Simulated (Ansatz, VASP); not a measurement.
# SnO in VASP and in Ansatz

```
Sn O
1.0
     3.79860    0.00000    0.00000
     0.00000    3.79860    0.00000
     0.00000    0.00000    4.84080
Sn O
2 2
Direct
  0.50000 0.00000 0.23690
  0.00000 0.50000 0.76310
  0.00000 0.00000 0.00000
  0.50000 0.50000 0.00000
```

Alike in both runs: task single point; functional PBE; dispersion D3(BJ); k mesh 12 × 12 × 10; occupations gaussian, width 0.1 eV; no spin polarisation.

```csv
,VASP,Ansatz
version,VASP 6.6.1,Ansatz 0.2.0
potentials or method,"VASP PAW PBE potentials, release 64 (Sn_d, O), cutoff 520 eV","scalar-relativistic, plane waves, PAW"
valence electrons in the cell,40,40
```

|  | VASP | Ansatz | Ansatz less VASP |
| --- | --- | --- | --- |
| pressure (GPa) | 2.9 | 2.7 | -0.25 |
| traceless stress, the component that is largest in VASP (GPa) | -0.76 | -0.78 | -0.016 |
| rms of the force components (eV/Å) | 0.247 | 0.211 | -0.0358 |

Atom by atom the forces differ by 0.036 eV/Å (rms over components).
